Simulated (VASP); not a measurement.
# MnO (Fm-3m) in VASP: further runs

The runs below take MnO through single point, with PBE.

Program: VASP 6.6.1. These are calculated values, not measurements. Logs are shortened: lines on timing, memory, paths and dates and some standing lists are left out, and cuts for length are marked.

### Step 1. The cell of the first run

Symmetry: Fm-3m, No. 225, cubic system. The conventional cell has a = 4.448 Å, b = 4.448 Å, c = 4.448 Å, α = 90.00°, β = 90.00°, γ = 90.00°. Mn (site symmetry m-3m) has 6 O at 2.22 Å within 2.9 Å. O (site symmetry m-3m) has 6 Mn at 2.22 Å within 2.9 Å.

### Step 2. Single point, PBE, collinear spin, ferromagnetic start

File INCAR:

```
PREC = Accurate
ENCUT = 520
EDIFF = 1E-6
ISMEAR = 0
SIGMA = 0.025
LREAL = False
LASPH = True
NELM = 150
ALGO = Normal
ISIF = 2
LWAVE = False
LCHARG = True
ISPIN = 2
MAGMOM = 4 0
LORBIT = 11
LMAXMIX = 4
GGA = PE
LELF = True
LVHAR = True
NBANDS = 20
```

File KPOINTS:

```
regular mesh
0
Gamma
  10 10 10
```

File POSCAR:

```
MnO
1.0
    0.0000000000      2.2239077028      2.2239077028
    2.2239077028      0.0000000000      2.2239077028
    2.2239077028      2.2239077028      0.0000000000
Mn O
1 1
Direct
    0.0000000000      0.0000000000      0.0000000000
    0.5000000000      0.5000000000      0.5000000000
```

Potentials or basis: VASP PAW PBE potentials, release 64 (Mn_pv, O).

The run is started by

```console
$ cat potpaw_PBE.64/Mn_pv/POTCAR potpaw_PBE.64/O/POTCAR > POTCAR
$ mpirun -np 1 vasp_std > vasp.out
```

OUTCAR:

```text
PREC = Accurate
   ENCUT = 520
   EDIFF = 1E-6
   ISMEAR = 0
   LREAL = False
   LASPH = True
   NELM = 150
   ISIF = 2
   ISPIN = 2
   LORBIT = 11
   GGA = PE

 ion  position               nearest neighbor table
   1  0.000  0.000  0.000-   2 2.22   2 2.22   2 2.22   2 2.22   2 2.22   2 2.22
   2  0.500  0.500  0.500-   1 2.22   1 2.22   1 2.22   1 2.22   1 2.22   1 2.22

  LATTYP: Found a face centered cubic cell.
 ALAT       =     4.4478154056

  Lattice vectors:

 A1 = (   0.0000000000,   2.2239077028,   2.2239077028)
 A2 = (   2.2239077028,   0.0000000000,   2.2239077028)
 A3 = (   2.2239077028,   2.2239077028,   0.0000000000)

Analysis of symmetry for initial positions (statically):
=====================================================================
 Subroutine PRICEL returns:
 Original cell was already a primitive cell.

 Routine SETGRP: Setting up the symmetry group for a
 face centered cubic supercell.

 Subroutine GETGRP returns: Found 48 space group operations
 (whereof 48 operations were pure point group operations)
 out of a pool of 48 trial point group operations.

The static configuration has the point symmetry O_h .

Analysis of symmetry for dynamics (positions and initial velocities):
=====================================================================
 Subroutine PRICEL returns:
 Original cell was already a primitive cell.

 Routine SETGRP: Setting up the symmetry group for a
 face centered cubic supercell.

 Subroutine GETGRP returns: Found 48 space group operations
 (whereof 48 operations were pure point group operations)
 out of a pool of 48 trial point group operations.

The dynamic configuration has the point symmetry O_h .

Analysis of structural, dynamic, and magnetic symmetry:
=====================================================================
 Subroutine PRICEL returns:
 Original cell was already a primitive cell.

 Routine SETGRP: Setting up the symmetry group for a
 face centered cubic supercell.

 Subroutine GETGRP returns: Found 48 space group operations
 (whereof 48 operations were pure point group operations)
 out of a pool of 48 trial point group operations.

The overall configuration has the point symmetry O_h .

 Subroutine INISYM returns: Found 48 space group operations
 (whereof 48 operations are pure point group operations),
 and found     1 'primitive' translations

----------------------------------------------------------------------------------------

                                     Primitive cell

  volume of cell :      21.9979
[... 112 lines left out ...]
  Thomas-Fermi vector in A             =   2.662483
   LORBIT       =     11    0 simple, 1 ext, 2 COOP (PROOUT), +10 PAW based schemes
   GGA     = PE    functional components
   LHFCALC =     F    Hartree Fock is set to
   AEXX    =    0.0000 exact exchange contribution
   IVDW    =     0    specifies the selected vdW correction
   LEPSILON=     F    determine dielectric tensor
   LRPA    =     F    only Hartree local field effects (RPA)
 spin polarized calculation
 Gauss-broadening in eV      SIGMA  =   0.03
  energy-cutoff  :      520.00
  volume of cell :       22.00
 maximum number of plane-waves:       609
   NGX = 11   NGY = 11   NGZ = 11

 number of electron      18.9999991 magnetization       4.8019937

 Free energy of the ion-electron system (eV)
  ---------------------------------------------------
  ext. energy  EPLUGINS =         0.00000000
  ---------------------------------------------------
  free energy    TOTEN  =       -16.40269774 eV

  energy without entropy =      -16.40225914  energy(sigma->0) =      -16.40247844

 E-fermi :   7.5093     XC(G=0): -11.8517

 val. band max:        7.4931899110   @ k =  -0.2000   0.2000   0.0000
 cond. band min:       7.5103907785   @ k =  -0.3000   0.1000   0.0000
 fundamental gap:      0.0172008674
 Fermi energy:         7.5092652368

 spin component 1

 k-point     1 :       0.0000    0.0000    0.0000
  band No.  band energies     occupation
      1     -42.8475      1.00000
      2     -42.8475      1.00000
      3     -42.8475      1.00000
      4     -12.7282      1.00000
      5       3.7910      1.00000
      6       3.7910      1.00000
[... 541 lines left out ...]
     19      32.2079      0.00000
     20      33.9719      0.00000

 [... further k-points ...]

 spin component 2

 k-point     1 :       0.0000    0.0000    0.0000
  band No.  band energies     occupation
      1     -38.1574      1.00000
      2     -38.1574      1.00000
      3     -38.1574      1.00000
      4     -12.2790      1.00000
      5       4.1845      1.00000
      6       4.1845      1.00000
[... 541 lines left out ...]
     19      33.2298      0.00000
     20      35.0054      0.00000

 [... further k-points ...]

------------------------ aborting loop because EDIFF is reached ----------------------------------------

  FORCE on cell =-STRESS in cart. coord.  units (eV):
  Direction    XX          YY          ZZ          XY          YZ          ZX
  --------------------------------------------------------------------------------------
  -------------------------------------------------------------------------------------
  Total        0.0517407      0.0517407      0.0517407      0.0000000     -0.0000000     -0.0000000
  in kB        3.7684477      3.7684477      3.7684477      0.0000000     -0.0000000     -0.0000000
  external PRESSURE =       3.7684477 kB  Pullay stress =       0.0000000 kB

 VOLUME and BASIS-vectors are now :
 -----------------------------------------------------------------------------
  energy-cutoff  :      520.00
  volume of cell :       22.00
      direct lattice vectors                 reciprocal lattice vectors
     0.000000000  2.223907703  2.223907703    -0.224829474  0.224829474  0.224829474
     2.223907703  0.000000000  2.223907703     0.224829474 -0.224829474  0.224829474
     2.223907703  2.223907703  0.000000000     0.224829474  0.224829474 -0.224829474

 POSITION                                       TOTAL-FORCE (eV/Angst)
 -----------------------------------------------------------------------------------
      0.00000      0.00000      0.00000         0.000000      0.000000      0.000000
      2.22391      2.22391      2.22391         0.000000     -0.000000      0.000000
 -----------------------------------------------------------------------------------
    total drift:                                0.000000     -0.000000     -0.000000

  FREE ENERGIE OF THE ION-ELECTRON SYSTEM (eV)
  ---------------------------------------------------
  free  energy   TOTEN  =       -16.4026977415 eV

  energy  without entropy=      -16.4022591352  energy(sigma->0) =      -16.40247844

 total charge

# of ion       s       p       d       tot
------------------------------------------
    1        0.202   6.176   4.974  11.353
    2        1.561   3.416   0.000   4.977
--------------------------------------------------
tot          1.763   9.592   4.974  16.329

 magnetization (x)

# of ion       s       p       d       tot
------------------------------------------
    1        0.034   0.026   4.295   4.355
    2        0.030   0.176   0.000   0.206
--------------------------------------------------
tot          0.064   0.202   4.295   4.561
```

It took 59 s on 1 thread of Intel Xeon 8259CL, shared host; peak memory 0.16 GiB.

Results:

| Property | Result |
| --- | --- |
| Free energy | -16.4027 eV |
| Pressure | 0.4 GPa |
| Net moment | 4.80 μB per cell |
| Site moments | Mn +4.36; O +0.21 μB |
| Valence electrons inside the program's atomic spheres | Mn 11.35; O 4.98 |

Caveat: a cell with one magnetic atom can't hold antiferromagnetic order, which such compounds often take; semilocal functionals often make such compounds metallic where correlation or magnetic order opens a gap, which also shifts bond lengths. With open d or f shells a metallic result of PBE can be an artefact of self-interaction; +U or a hybrid may open a gap.

### Step 3. Single point, PBE, collinear spin, ferromagnetic start

File INCAR:

```
SYSTEM = MnO
PREC = Accurate
ENCUT = 520
EDIFF = 1E-7
ISMEAR = 0
SIGMA = 0.027000000000000003
LREAL = .FALSE.
LASPH = .TRUE.
NELM = 150
ALGO = Normal
ISIF = 2
LWAVE = .FALSE.
LCHARG = .FALSE.
ISPIN = 2
MAGMOM = 4 0
LORBIT = 11
LMAXMIX = 4
GGA = PE
NBANDS = 20
```

File KPOINTS:

```
regular mesh
0
G
  10 10 10
  0 0 0
```

POSCAR is that of step 2.

Potentials or basis: VASP PAW PBE potentials, release 64 (Mn_pv, O).

The run is started by

```console
$ cat potpaw_PBE.64/Mn_pv/POTCAR potpaw_PBE.64/O/POTCAR > POTCAR
$ mpirun -np 1 vasp_std > vasp.out
```

OUTCAR:

```text
SYSTEM = MnO
   PREC = Accurate
   ENCUT = 520
   EDIFF = 1E-7
   ISMEAR = 0
   LREAL = .FALSE.
   LASPH = .TRUE.
   NELM = 150
   ISIF = 2
   ISPIN = 2
   LORBIT = 11
   GGA = PE

 ion  position               nearest neighbor table
   1  0.000  0.000  0.000-   2 2.22   2 2.22   2 2.22   2 2.22   2 2.22   2 2.22
   2  0.500  0.500  0.500-   1 2.22   1 2.22   1 2.22   1 2.22   1 2.22   1 2.22

  LATTYP: Found a face centered cubic cell.
 ALAT       =     4.4478154056

  Lattice vectors:

 A1 = (   0.0000000000,   2.2239077028,   2.2239077028)
 A2 = (   2.2239077028,   0.0000000000,   2.2239077028)
 A3 = (   2.2239077028,   2.2239077028,   0.0000000000)

Analysis of symmetry for initial positions (statically):
=====================================================================
 Subroutine PRICEL returns:
 Original cell was already a primitive cell.

 Routine SETGRP: Setting up the symmetry group for a
 face centered cubic supercell.

 Subroutine GETGRP returns: Found 48 space group operations
 (whereof 48 operations were pure point group operations)
 out of a pool of 48 trial point group operations.

The static configuration has the point symmetry O_h .

Analysis of symmetry for dynamics (positions and initial velocities):
=====================================================================
 Subroutine PRICEL returns:
 Original cell was already a primitive cell.

 Routine SETGRP: Setting up the symmetry group for a
 face centered cubic supercell.

 Subroutine GETGRP returns: Found 48 space group operations
 (whereof 48 operations were pure point group operations)
 out of a pool of 48 trial point group operations.

The dynamic configuration has the point symmetry O_h .

Analysis of structural, dynamic, and magnetic symmetry:
=====================================================================
 Subroutine PRICEL returns:
 Original cell was already a primitive cell.

 Routine SETGRP: Setting up the symmetry group for a
 face centered cubic supercell.

[... 147 lines left out ...]
  ---------------------------------------------------
  free energy    TOTEN  =       -16.40273336 eV

  energy without entropy =      -16.40224426  energy(sigma->0) =      -16.40248881

 E-fermi :   7.5090     XC(G=0): -11.8517

 val. band max:        7.4930689719   @ k =  -0.2000   0.2000   0.0000
 cond. band min:       7.5102697248   @ k =  -0.3000   0.1000   0.0000
 fundamental gap:      0.0172007529
 Fermi energy:         7.5090113980

 spin component 1

 k-point     1 :       0.0000    0.0000    0.0000
  band No.  band energies     occupation
      1     -42.8476      1.00000
      2     -42.8476      1.00000
      3     -42.8476      1.00000
      4     -12.7282      1.00000
      5       3.7910      1.00000
      6       3.7910      1.00000
[... 541 lines left out ...]
     19      32.2078      0.00000
     20      33.9720      0.00000

 [... further k-points ...]

 spin component 2

 k-point     1 :       0.0000    0.0000    0.0000
  band No.  band energies     occupation
      1     -38.1575      1.00000
      2     -38.1575      1.00000
      3     -38.1575      1.00000
      4     -12.2791      1.00000
      5       4.1844      1.00000
      6       4.1844      1.00000
[... 541 lines left out ...]
     19      33.2297      0.00000
     20      35.0054      0.00000

 [... further k-points ...]

------------------------ aborting loop because EDIFF is reached ----------------------------------------

  FORCE on cell =-STRESS in cart. coord.  units (eV):
  Direction    XX          YY          ZZ          XY          YZ          ZX
  --------------------------------------------------------------------------------------
  -------------------------------------------------------------------------------------
  Total        0.0554627      0.0554627      0.0554627     -0.0000000      0.0000000     -0.0000000
  in kB        4.0395365      4.0395365      4.0395365     -0.0000000      0.0000000     -0.0000000
  external PRESSURE =       4.0395365 kB  Pullay stress =       0.0000000 kB

 VOLUME and BASIS-vectors are now :
 -----------------------------------------------------------------------------
  energy-cutoff  :      520.00
  volume of cell :       22.00
      direct lattice vectors                 reciprocal lattice vectors
     0.000000000  2.223907703  2.223907703    -0.224829474  0.224829474  0.224829474
     2.223907703  0.000000000  2.223907703     0.224829474 -0.224829474  0.224829474
     2.223907703  2.223907703  0.000000000     0.224829474  0.224829474 -0.224829474

 POSITION                                       TOTAL-FORCE (eV/Angst)
 -----------------------------------------------------------------------------------
      0.00000      0.00000      0.00000         0.000000      0.000000      0.000000
      2.22391      2.22391      2.22391        -0.000000     -0.000000     -0.000000
 -----------------------------------------------------------------------------------
    total drift:                                0.000000     -0.000000     -0.000000

  FREE ENERGIE OF THE ION-ELECTRON SYSTEM (eV)
  ---------------------------------------------------
  free  energy   TOTEN  =       -16.4027333635 eV

  energy  without entropy=      -16.4022442628  energy(sigma->0) =      -16.40248881

 total charge

# of ion       s       p       d       tot
------------------------------------------
    1        0.202   6.176   4.974  11.353
    2        1.561   3.416   0.000   4.977
--------------------------------------------------
tot          1.763   9.592   4.974  16.329

 magnetization (x)

# of ion       s       p       d       tot
------------------------------------------
    1        0.034   0.026   4.295   4.355
    2        0.030   0.176   0.000   0.206
--------------------------------------------------
tot          0.064   0.202   4.295   4.561
```

stdout:

```text
POSCAR found type information on POSCAR MnO
 POSCAR found :  2 types and       2 ions
 scaLAPACK will be used
 LDA part: xc-table for (Slater+PW92), standard interpolation
 POSCAR, INCAR and KPOINTS ok, starting setup
 FFT: planning ... GRIDC
 FFT: planning ... GRID_SOFT
 FFT: planning ... GRID
 WAVECAR not read
 entering main loop
```

Run time: 71 s. Hardware: 1 thread of Intel Xeon 8259CL, shared host; peak memory 0.17 GiB.

What came out:

```yaml
Free_energy: -16.4027 eV
Pressure: 0.4 GPa
Net_moment: 4.80 μB per cell
Site_moments: Mn +4.36; O +0.21 μB
Valence_electrons_inside_the_program's_atomic_spheres: Mn 11.35; O 4.98
```

Levels at points of the mesh, in eV from the Fermi level:
Spin up:
```tsv
k point	band 10	band 11	band 12	band 13	band 14	band 15
(0.00, 0.00, 0.00)	-3.20	-2.67	-2.67	-0.51	13.98	16.34
(0.50, 0.00, 0.00)	-1.87	0.22	0.22	3.49	7.74	11.88
(0.50, 0.50, 0.00)	-2.04	-2.04	-1.91	5.02	7.83	10.41
```
Spin down:
| k point | band 5 | band 6 | band 7 | band 8 | band 9 | band 10 |
| --- | --- | --- | --- | --- | --- | --- |
| (0.00, 0.00, 0.00) | -3.32 | -3.32 | -3.32 | 0.78 | 0.78 | 0.78 |
| (0.50, 0.00, 0.00) | -7.33 | -4.81 | -4.81 | 1.96 | 2.01 | 2.01 |
| (0.50, 0.50, 0.00) | -6.38 | -4.30 | -4.30 | -0.79 | 1.99 | 2.19 |

Caveat: a cell with one magnetic atom can't hold antiferromagnetic order, which such compounds often take; semilocal functionals often make such compounds metallic where correlation or magnetic order opens a gap, which also shifts bond lengths.
